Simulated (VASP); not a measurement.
# SiO2 (P4_12_12) in VASP: further runs

Aim: see how the results for SiO2 move with the level of theory and the settings. Levels: PBE, r2SCAN. Tasks: electric field gradients.

All numbers are computed with VASP 6.6.1; they aren't measurements. Logs are shortened: lines on timing, memory, paths and dates and some standing lists are left out, and cuts for length are marked.

## 1. The cell of the first run

Symmetry: P4_12_12, No. 92, tetragonal system. Conventional cell: a = 4.971 Å, b = 4.971 Å, c = 6.928 Å, α = 90.00°, β = 90.00°, γ = 90.00°. Si (site symmetry 2) has 4 O at 1.60 to 1.61 Å within 2.1 Å. Within 2.1 Å of O (site symmetry 1) lie 2 Si at 1.60 to 1.61 Å.

## 2. Electric field gradients, PBE

The input, INCAR:

```
PREC     = Accurate       # precision mode
ENCUT    = 520            # plane-wave cutoff, eV
EDIFF    = 1E-8           # SCF threshold, eV
ISMEAR   = -1             # smearing method
SIGMA    = 0.02           # smearing width, eV
LREAL    = False          # projectors in reciprocal space
LASPH    = True           # aspherical terms in the spheres
NELM     = 100            # most SCF steps
ALGO     = Normal         # electronic algorithm
ISIF     = 2              # what is computed and relaxed
LWAVE    = False          # write WAVECAR
LCHARG   = False          # write CHGCAR
GGA      = PE             # functional
LEFG     = True         
NBANDS   = 44             # bands
```

The input, KPOINTS:

```
Automatic mesh
0
Gamma
  5 5 4
```

The input, POSCAR:

```
SiO2
1.0
    4.9709000000      0.0000000000      0.0000000000
    0.0000000000      4.9709000000      0.0000000000
    0.0000000000      0.0000000000      6.9278000000
Si O
4 8
Direct
    0.3005000000      0.3005000000      0.0000000000
    0.1995000000      0.8005000000      0.2500000000
    0.6995000000      0.6995000000      0.5000000000
    0.8005000000      0.1995000000      0.7500000000
    0.2392000000      0.1037000000      0.1786000000
    0.3963000000      0.7392000000      0.4286000000
    0.7608000000      0.8963000000      0.6786000000
    0.6037000000      0.2608000000      0.9286000000
    0.7392000000      0.3963000000      0.5714000000
    0.8963000000      0.7608000000      0.3214000000
    0.2608000000      0.6037000000      0.0714000000
    0.1037000000      0.2392000000      0.8214000000
```

Potentials or basis: VASP PAW PBE potentials, release 64 (Si, O).

On the command line:

```bash
$ cat potpaw_PBE.64/Si/POTCAR potpaw_PBE.64/O/POTCAR > POTCAR
$ mpirun -np 1 vasp_std > vasp.out
```

OUTCAR:

```text
PREC = Accurate
   ENCUT = 520
   EDIFF = 1E-8
   ISMEAR = -1
   LREAL = False
   LASPH = True
   NELM = 100
   ISIF = 2
   GGA = PE

 ion  position               nearest neighbor table
   1  0.300  0.300  0.000-   8 1.60  11 1.60   5 1.61  12 1.61   2 3.07   4 3.07   2 3.07   4 3.07

   2  0.200  0.800  0.250-   5 1.60  10 1.60   6 1.61  11 1.61   1 3.07   3 3.07   1 3.07   3 3.07

   3  0.700  0.700  0.500-   6 1.60   9 1.60   7 1.61  10 1.61   2 3.07   4 3.07   4 3.07   2 3.07

   4  0.800  0.200  0.750-   7 1.60  12 1.60   9 1.61   8 1.61   1 3.07   3 3.07   3 3.07   1 3.07

   5  0.239  0.104  0.179-   2 1.60   1 1.61
   6  0.396  0.739  0.429-   3 1.60   2 1.61
   7  0.761  0.896  0.679-   4 1.60   3 1.61
   8  0.604  0.261  0.929-   1 1.60   4 1.61
   9  0.739  0.396  0.571-   3 1.60   4 1.61
  10  0.896  0.761  0.321-   2 1.60   3 1.61
  11  0.261  0.604  0.071-   1 1.60   2 1.61
  12  0.104  0.239  0.821-   4 1.60   1 1.61

  LATTYP: Found a simple tetragonal cell.
 ALAT       =     4.9709000000
 C/A-ratio  =     1.3936711662

  Lattice vectors:

 A1 = (   4.9709000000,   0.0000000000,   0.0000000000)
 A2 = (   0.0000000000,   4.9709000000,   0.0000000000)
 A3 = (   0.0000000000,   0.0000000000,   6.9278000000)

Analysis of symmetry for initial positions (statically):
=====================================================================
 Subroutine PRICEL returns:
 Original cell was already a primitive cell.

 Routine SETGRP: Setting up the symmetry group for a
 simple tetragonal supercell.

 Subroutine GETGRP returns: Found  8 space group operations
 (whereof  2 operations were pure point group operations)
 out of a pool of 16 trial point group operations.

The static configuration has the point symmetry C_2 .
 The point group associated with its full space group is D_4 .

Analysis of symmetry for dynamics (positions and initial velocities):
=====================================================================
 Subroutine PRICEL returns:
 Original cell was already a primitive cell.

 Routine SETGRP: Setting up the symmetry group for a
 simple tetragonal supercell.

 Subroutine GETGRP returns: Found  8 space group operations
 (whereof  2 operations were pure point group operations)
 out of a pool of 16 trial point group operations.

The dynamic configuration has the point symmetry C_2 .
 The point group associated with its full space group is D_4 .

 Subroutine INISYM returns: Found  8 space group operations
 (whereof  2 operations are pure point group operations),
 and found     1 'primitive' translations

----------------------------------------------------------------------------------------

                                     Primitive cell

  volume of cell :     171.1849

  direct lattice vectors                    reciprocal lattice vectors
     4.970900000  0.000000000  0.000000000     0.201170814  0.000000000  0.000000000
     0.000000000  4.970900000  0.000000000     0.000000000  0.201170814  0.000000000
     0.000000000  0.000000000  6.927800000     0.000000000  0.000000000  0.144345968

  length of vectors
     4.970900000  4.970900000  6.927800000     0.201170814  0.201170814  0.144345968

  position of ions in fractional coordinates (direct lattice)
     0.300500000  0.300500000  0.000000000
     0.199500000  0.800500000  0.250000000
     0.699500000  0.699500000  0.500000000
     0.800500000  0.199500000  0.750000000
     0.239200000  0.103700000  0.178600000
     0.396300000  0.739200000  0.428600000
     0.760800000  0.896300000  0.678600000
     0.603700000  0.260800000  0.928600000
     0.739200000  0.396300000  0.571400000
     0.896300000  0.760800000  0.321400000
     0.260800000  0.603700000  0.071400000
     0.103700000  0.239200000  0.821400000

[... 99 lines left out ...]
     AMIX_MAG =   1.60;   BMIX_MAG =  1.00
  volume/ion in A,a.u.               =      14.27        96.27
  Fermi-wavevector in a.u.,A,eV,Ry     =   1.179360  2.228667 18.924204  1.390890
  Thomas-Fermi vector in A             =   2.315672
   LORBIT       =      0    0 simple, 1 ext, 2 COOP (PROOUT), +10 PAW based schemes
   GGA     = PE    functional components
   LHFCALC =     F    Hartree Fock is set to
   AEXX    =    0.0000 exact exchange contribution
   IVDW    =     0    specifies the selected vdW correction
   LEPSILON=     F    determine dielectric tensor
   LRPA    =     F    only Hartree local field effects (RPA)
 non-spin polarized calculation
  energy-cutoff  :      520.00
  volume of cell :      171.18
 maximum number of plane-waves:      4634
 NGX is ok and might be reduce to    40
   NGX = 19   NGY = 19   NGZ = 25

 number of electron      63.9999985 magnetization

 Free energy of the ion-electron system (eV)
  ---------------------------------------------------
  ext. energy  EPLUGINS =         0.00000000
  ---------------------------------------------------
  free energy    TOTEN  =       -94.73819035 eV

  energy without entropy =      -94.73819035  energy(sigma->0) =      -94.73819035

 E-fermi :   0.6468     XC(G=0):  -8.4167

 val. band max:        0.1586947381   @ k =   0.0000   0.0000   0.0000
 cond. band min:       5.9604858995   @ k =   0.0000   0.0000   0.0000
 fundamental gap:      5.8017911613
 Fermi energy:         0.6468407853

 k-point     1 :       0.0000    0.0000    0.0000
  band No.  band energies     occupation
      1     -19.3933      2.00000
      2     -18.4760      2.00000
      3     -18.4760      2.00000
      4     -17.2853      2.00000
      5     -17.2464      2.00000
      6     -17.2384      2.00000
[... 835 lines left out ...]
     43      11.1118      0.00000
     44      11.1118      0.00000

------------------------ aborting loop because EDIFF is reached ----------------------------------------

  FORCE on cell =-STRESS in cart. coord.  units (eV):
  Direction    XX          YY          ZZ          XY          YZ          ZX
  --------------------------------------------------------------------------------------
  -------------------------------------------------------------------------------------
  Total        8.7062624      8.7062624      7.9060616      0.0000000      0.0000000      0.0000000
  in kB       81.4848629     81.4848629     73.9955121      0.0000000      0.0000000      0.0000000
  external PRESSURE =      78.9884126 kB  Pullay stress =       0.0000000 kB

 VOLUME and BASIS-vectors are now :
 -----------------------------------------------------------------------------
  energy-cutoff  :      520.00
  volume of cell :      171.18
      direct lattice vectors                 reciprocal lattice vectors
     4.970900000  0.000000000  0.000000000     0.201170814  0.000000000  0.000000000
     0.000000000  4.970900000  0.000000000     0.000000000  0.201170814  0.000000000
     0.000000000  0.000000000  6.927800000     0.000000000  0.000000000  0.144345968

 POSITION                                       TOTAL-FORCE (eV/Angst)
 -----------------------------------------------------------------------------------
      1.49376      1.49376      0.00000        -0.161019     -0.161019     -0.000000
      0.99169      3.97921      1.73195         0.161019     -0.161019     -0.000000
      3.47714      3.47714      3.46390         0.161019      0.161019     -0.000000
      3.97921      0.99169      5.19585        -0.161019      0.161019     -0.000000
      1.18904      0.51548      1.23731        -0.020894      0.415132      0.275693
      1.96997      3.67449      2.96926        -0.415132     -0.020894      0.275693
      3.78186      4.45542      4.70121         0.020894     -0.415132      0.275693
      3.00093      1.29641      6.43316         0.415132      0.020894      0.275693
      3.67449      1.96997      3.95854        -0.020894     -0.415132     -0.275693
      4.45542      3.78186      2.22659        -0.415132      0.020894     -0.275693
      1.29641      3.00093      0.49464         0.020894      0.415132     -0.275693
      0.51548      1.18904      5.69049         0.415132     -0.020894     -0.275693
 -----------------------------------------------------------------------------------
    total drift:                                0.000000     -0.000000      0.000000

  FREE ENERGIE OF THE ION-ELECTRON SYSTEM (eV)
  ---------------------------------------------------
  free  energy   TOTEN  =       -94.7381903483 eV

  energy  without entropy=      -94.7381903483  energy(sigma->0) =      -94.73819035

 Electric field gradients (V/A^2)
---------------------------------------------------------------------
 ion       V_xx      V_yy      V_zz      V_xy      V_xz      V_yz
---------------------------------------------------------------------
   1      -0.899    -0.899     1.799     1.087     3.815    -3.815
   2      -0.899    -0.899     1.799    -1.087     3.815     3.815
   3      -0.899    -0.899     1.799     1.087    -3.815     3.815
   4      -0.899    -0.899     1.799    -1.087    -3.815    -3.815
   5     -45.636    42.623     3.013    17.802   -13.159   -56.330
   6      42.623   -45.636     3.013   -17.802    56.330   -13.159
   7     -45.636    42.623     3.013    17.802    13.159    56.330
   8      42.623   -45.636     3.013   -17.802   -56.330    13.159
   9     -45.636    42.623     3.013   -17.802    13.159   -56.330
  10      42.623   -45.636     3.013    17.802   -56.330   -13.159
  11     -45.636    42.623     3.013   -17.802   -13.159    56.330
  12      42.623   -45.636     3.013    17.802    56.330    13.159
---------------------------------------------------------------------

 Electric field gradients after diagonalization (V/A^2)
 (convention: |V_zz| > |V_xx| > |V_yy|)
----------------------------------------------------------------------
 ion       V_xx      V_yy      V_zz     asymmetry (V_yy - V_xx)/ V_zz
----------------------------------------------------------------------
   1       5.623     0.188    -5.811       0.935
   2       5.623     0.188    -5.811       0.935
   3       5.623     0.188    -5.811       0.935
   4       5.623     0.188    -5.811       0.935
   5     -49.367   -36.876    86.243       0.145
   6     -49.367   -36.876    86.243       0.145
   7     -49.367   -36.876    86.243       0.145
   8     -49.367   -36.876    86.243       0.145
   9     -49.367   -36.876    86.243       0.145
  10     -49.367   -36.876    86.243       0.145
  11     -49.367   -36.876    86.243       0.145
  12     -49.367   -36.876    86.243       0.145
----------------------------------------------------------------------

           NMR quadrupolar parameters

 Cq : quadrupolar parameter    Cq=e*Q*V_zz/h
 eta: asymmetry parameters     (V_yy - V_xx)/ V_zz
 Q  : nuclear electric quadrupole moment in mb (millibarn)
----------------------------------------------------------------------
 ion       Cq(MHz)       eta       Q (mb)
----------------------------------------------------------------------
   1      -0.014       0.935       1.000
   2      -0.014       0.935       1.000
   3      -0.014       0.935       1.000
   4      -0.014       0.935       1.000
   5       0.209       0.145       1.000
   6       0.209       0.145       1.000
   7       0.209       0.145       1.000
   8       0.209       0.145       1.000
   9       0.209       0.145       1.000
  10       0.209       0.145       1.000
  11       0.209       0.145       1.000
  12       0.209       0.145       1.000
----------------------------------------------------------------------
```

Run time: 1.8 min. Hardware: 1 thread of AMD EPYC 9R45 (Zen 5), shared host; peak memory 0.27 GiB.

What came out:

| Property | Result |
| --- | --- |
| Free energy | -94.7382 eV |
| Pressure | 7.9 GPa |
| Largest force | 0.499 eV/Å |
| Band gap on the k mesh | 5.80 eV |
| Largest electric field gradient by atom | Si -5.8; O +86.2 V/Å² |

Forces on the atoms (eV/Å):
```
Si  -0.161 -0.161  0.000
Si   0.161 -0.161  0.000
Si   0.161  0.161  0.000
Si  -0.161  0.161  0.000
O   -0.021  0.415  0.276
O   -0.415 -0.021  0.276
O    0.021 -0.415  0.276
O    0.415  0.021  0.276
O   -0.021 -0.415 -0.276
O   -0.415  0.021 -0.276
O    0.021  0.415 -0.276
O    0.415 -0.021 -0.276
```

Electric field gradients, principal values (V/Å²):
| atom | least | middle | greatest (by size) |
| --- | --- | --- | --- |
| 1 Si | 0.188 | 5.623 | -5.811 |
| 2 Si | 0.188 | 5.623 | -5.811 |
| 3 Si | 0.188 | 5.623 | -5.811 |
| 4 Si | 0.188 | 5.623 | -5.811 |
| 5 O | -36.876 | -49.367 | 86.243 |
| 6 O | -36.876 | -49.367 | 86.243 |
| 7 O | -36.876 | -49.367 | 86.243 |
| 8 O | -36.876 | -49.367 | 86.243 |
| 9 O | -36.876 | -49.367 | 86.243 |
| 10 O | -36.876 | -49.367 | 86.243 |
| 11 O | -36.876 | -49.367 | 86.243 |
| 12 O | -36.876 | -49.367 | 86.243 |

Caveat: the cell stands under pressure; without QUAD_EFG the Cq values of the log hold for a quadrupole moment of 1 mb, not for the nuclei. A k mesh can miss the band edges.

[end of part 1 of 2]
